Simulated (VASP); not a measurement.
Runs of VASP 6.6.1 on BAs5. The structure is that of space group P6/mmm (No. 191), or close to it. The cells are those of the table. 

```csv
task,potentials or basis,cell,k mesh,cutoff (eV),second run,gap on the mesh (eV),pressure (GPa),largest force (eV/Å)
single point,"VASP PAW PBE potentials, release 64 (B, As)","a = 5.368, b = 5.368, c = 7.036 Å, angles 90.0, 90.0, 120.0°, 6 atoms",6 × 6 × 2,520,-,none,0.1,(a)
single point,"VASP PAW PBE potentials, release 64 (B, As_d)","a = 5.380, b = 5.380, c = 6.969 Å, angles 90.0, 90.0, 120.0°, 6 atoms",6 × 6 × 4,600,valence_matched,none,0.1,0.03
single point,"VASP PAW PBE potentials, release 64 (B, As)","a = 5.380, b = 5.380, c = 6.969 Å, angles 90.0, 90.0, 120.0°, 6 atoms",6 × 6 × 4,520,-,none,0.2,(b)
relaxation of cell and atoms,"VASP PAW PBE potentials, release 64 (B, As)","relaxed from a = 4.153, b = 4.153, c = 8.288 Å, angles 90.0, 90.0, 120.0°, 6 atoms",6 × 6 × 2,600,-,none,0.0,0.01
single point,"VASP PAW PBE potentials, release 64 (B, As)","a = 4.153, b = 4.153, c = 8.288 Å, angles 90.0, 90.0, 120.0°, 6 atoms",6 × 6 × 2,520,-,none,57.5,7.80
```

Alike in all rows: level PBE; no spin polarisation; smearing gaussian 0.1 eV.

Q: Fill in the values left out.

A: (a) 0.09; (b) 0.10.

Caveats: some runs use coarse meshes; forces of over 1 eV/Å act on the atoms, so gaps and moduli don't describe the material at rest (some runs).

A k mesh can miss the band edges, and the runs leave out spin-orbit coupling on As.

A gap of «none» marks levels without a gap at the run's occupations.

The runs don't all hold the same shells in valence.
